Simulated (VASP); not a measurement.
Input of a VASP 6.6.1 run:

File INCAR:

```
SYSTEM = H4C2O3
PREC = Accurate
ENCUT = 1000
EDIFF = 1E-6
ISMEAR = -1
SIGMA = 0.02
LREAL = Auto
LASPH = .True.
NELM = 120
ALGO = Normal
ISIF = 2
LWAVE = .False.
LCHARG = .True.
LELF = .True.
LVHAR = .True.
NBANDS = 64
GGA_COMPAT = .False.
```

Contents of KPOINTS:

```
Automatic mesh
0
Gamma
  1 1 1
  0 0 0
```

POSCAR

```
H4C2O3
1.0
    6.5510660000      0.0000000000      0.0000000000
    0.0000000000      6.5510660000      0.0000000000
    0.0000000000      0.0000000000      6.5510660000
O C H
9 6 12
Direct
    0.2893116937      0.9366261918      0.9515550599
    0.8915648232      0.0676683764      0.8323378211
    0.6283404869      1.1565445990      0.2611330736
    0.3344035917      0.3023477400      1.0508671413
    0.5887133483      0.2853276093      0.8434352516
    0.9026775184      0.8760711615      0.1493650041
    1.0349308036      0.6291342508     -0.0588453849
    0.4768842201      0.4455610736      0.4295331477
    0.7793388130      0.5663811050      0.5281888474
    0.4222366253      0.8149971318      0.9211020008
    0.8852910351      0.2509057305      0.8749568391
    0.5850192930      1.0180785845      0.3661541496
    0.5081005137      0.3596819205      1.0010737184
    0.9617824030      0.6857051967      0.1062422513
    0.6038559221      0.5473460350      0.5498189150
    0.5782417701      0.8629740564      0.9119126567
    0.3642765925      0.6558627252      0.9013952844
    0.8681335221      0.3214591335      1.0359993320
    0.9151640359      0.3684591180      0.7613570066
    0.6228909921      0.8656453774      0.3306942717
    0.5331956662      1.0452955290      0.5209075897
    0.2850681095      0.1658508707      1.0022490996
    0.5874616436      0.4751440453      1.0972870675
    0.9060204858      0.9834887940     -0.0062585234
    0.9551269977      0.5558942621      0.2356715686
    0.5532229411      0.3243441602      0.3758166991
    0.5067114268      0.6457727643      0.6411170335
```

Potentials or basis: VASP PAW LDA potentials, release 64 (O_h, C_h, H_h).

Run with:

```sh
$ cat potpaw_LDA.64/O_h/POTCAR potpaw_LDA.64/C_h/POTCAR potpaw_LDA.64/H_h/POTCAR > POTCAR
$ mpirun -np 1 vasp_gam > vasp.out
```

What does it give for the largest force?

4.063 eV/Å.

Estimate the pressure.

4.7 GPa.

Stress tensor (GPa, compression positive):
```
 6.74 -0.56 -2.07
-0.56  5.07 -0.44
-2.07 -0.44  2.26
```

Caveat: the k points lie up to 0.96 Å⁻¹ apart, too coarse for converged energies, forces and pressures; the atoms stand as in a frame of molecular dynamics.
